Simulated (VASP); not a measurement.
Wanted: the native input for a VASP 6.6.1 run.

```
Task                   : single point
Functional             : PBE
Dispersion             : D3(BJ)
Potentials or basis    : VASP PAW PBE potentials, release 64 (Hf_pv, N)
Cutoff                 : 520 eV
k mesh                 : 16 × 16 × 16
Occupations            : gaussian, width 0.1 eV
Spin                   : no spin polarisation
Dipole correction      : no
Further INCAR settings : ALGO = Normal; EDIFF = 1e-06; NBANDS = 14
```

The structure of HfN lies in POSCAR:

```
HfN
1.0
    0.0000000000      2.2584262519      2.2584262519
    2.2584262519      0.0000000000      2.2584262519
    2.2584262519      2.2584262519      0.0000000000
Hf N
1 1
Direct
    0.0000000000      0.0000000000      0.0000000000
    0.5000000000      0.5000000000      0.5000000000
```

These files were run (other wordings do the same):

INCAR

```
SYSTEM = HfN
ALGO = Normal
EDIFF = 1E-6
ENCUT = 520
GGA = PE
ISIF = 2
ISMEAR = 0
IVDW = 12
LASPH = .TRUE.
LCHARG = .TRUE.
LELF = .TRUE.
LREAL = .FALSE.
LVHAR = .TRUE.
LWAVE = .FALSE.
NBANDS = 14
NELM = 100
PREC = Accurate
SIGMA = 0.1
```

KPOINTS

```
k-points
0
G
  16 16 16
  0 0 0
```

Potentials or basis: VASP PAW PBE potentials, release 64 (Hf_pv, N).

Run with:

```console
$ cat potpaw_PBE.64/Hf_pv/POTCAR potpaw_PBE.64/N/POTCAR > POTCAR
$ mpirun -np 1 vasp_std > vasp.out
```

Results of the run:

```
Pressure                   : -2.4 GPa
Band gap on the k mesh     : zero (an odd number of electrons rules out a gap without spin polarisation)
Dispersion energy per atom : -0.387 eV
```

Caveat: spin-orbit coupling is left out, which moves the levels of the heavy elements.

Run time: 64 s on 1 thread of Intel Xeon 8259CL (shared host), peak memory 0.18 GiB.
